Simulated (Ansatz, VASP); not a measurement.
Two plane-wave programs on LiP2

```
P Li
1.0
     1.64750   -7.17616    0.00000
     1.64750    7.17616    0.00000
     0.00000    0.00000    3.80706
P Li
4 2
Direct
  0.86040 0.13960 0.94274
  0.63960 0.36040 0.44274
  0.13960 0.86040 0.05726
  0.36040 0.63960 0.55726
  0.00000 0.00000 0.50000
  0.50000 0.50000 0.00000
```

Alike in both runs: functional PBE; dispersion D3(BJ); k mesh 10 × 10 × 8; occupations gaussian, width 0.1 eV; no spin polarisation.

Ansatz relaxed the structure, and its values are those at the end. VASP's run is a single point on that final structure, the one shown.

|  | VASP | Ansatz |
| --- | --- | --- |
| version | VASP 6.6.1 | Ansatz 0.2.0 |
| potentials or method | VASP PAW PBE potentials, release 64 (P, Li_sv), cutoff 520 eV | scalar-relativistic, plane waves, PAW |
| valence electrons in the cell | 26 | 26 |

Ansatz gave:

```
gap on the k mesh at the Fermi level (eV) : none
rms of the force components (eV/Å)        : 0.002
```

Estimate VASP's values.

gap on the k mesh at the Fermi level (eV): none; rms of the force components (eV/Å): 0.030.

A gap of «none» marks a metal or a gap that the smearing closes.

Noted on VASP's run: the cutoff is under 1.25 times that of the potentials, so the pressure is a little rough.
